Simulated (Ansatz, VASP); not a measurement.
**KI: VASP beside Ansatz**

File INCAR:

```
SYSTEM = KI
PREC = Accurate
ENCUT = 520
EDIFF = 1E-7
ISMEAR = -1
SIGMA = 0.01
LREAL = .False.
LASPH = .True.
NELM = 100
ALGO = Normal
ISIF = 2
LWAVE = .False.
LCHARG = .False.
GGA = PE
ISYM = 0
NBANDS = 15
```

File KPOINTS:

```
Automatic mesh
0
Gamma
  8 8 8
  0 0 0
```

File POSCAR:

```
KI
1.0
    0.0000000000      3.5597955000      3.5245500000
    3.5597955000      0.0000000000      3.5245500000
    3.5597955000      3.5597955000      0.0000000000
K I
1 1
Direct
    0.0000000000      0.0000000000      0.0000000000
    0.5000000000      0.5000000000      0.5000000000
```

Input for Ansatz:

```yaml
crystal:
  lattice:
    - [0.0, 3.5597955, 3.52455]
    - [3.5597955, 0.0, 3.52455]
    - [3.5597955, 3.5597955, 0.0]
  atoms:
    - { symbol: K, position: [0.0, 0.0, 0.0] }
    - { symbol: I, position: [0.5, 0.5, 0.5] }
  symmetry: { detect: false }
kpoints:
  mp_grid: { grid: [8, 8, 8] }
scf:
  occupations: { method: fermi_dirac, width: 0.01 }
  mixing: { algorithm: anderson, beta: 0.1 }
hamiltonian:
  xc: pbe
  pseudopotentials: { kind: all_electron, lapw: { basis_error: 0.001 } }
output:
  forces: true
  stress: true
  eigenvalues: true
```

Alike in both runs: task single point; functional PBE; k mesh 8 × 8 × 8; occupations fermi-dirac, width 0.01 eV; no spin polarisation.

```csv
,VASP,Ansatz
version,VASP 6.6.1,Ansatz 0.2.0
potentials or method,"VASP PAW PBE potentials, release 64 (K_sv, I), cutoff 520 eV","all-electron LAPW, scalar-relativistic"
```

```tsv
	VASP	Ansatz	Ansatz less VASP
gap on the k mesh at the Fermi level (eV)	3.93	3.94	+0.003
pressure (GPa)	0.4	0.4	-0.02
traceless stress, the component that is largest in VASP (GPa)	0.17	0.17	-0.002
```

Ansatz ran all-electron here, and VASP with PAW potentials.

Neither program's run includes spin-orbit coupling.
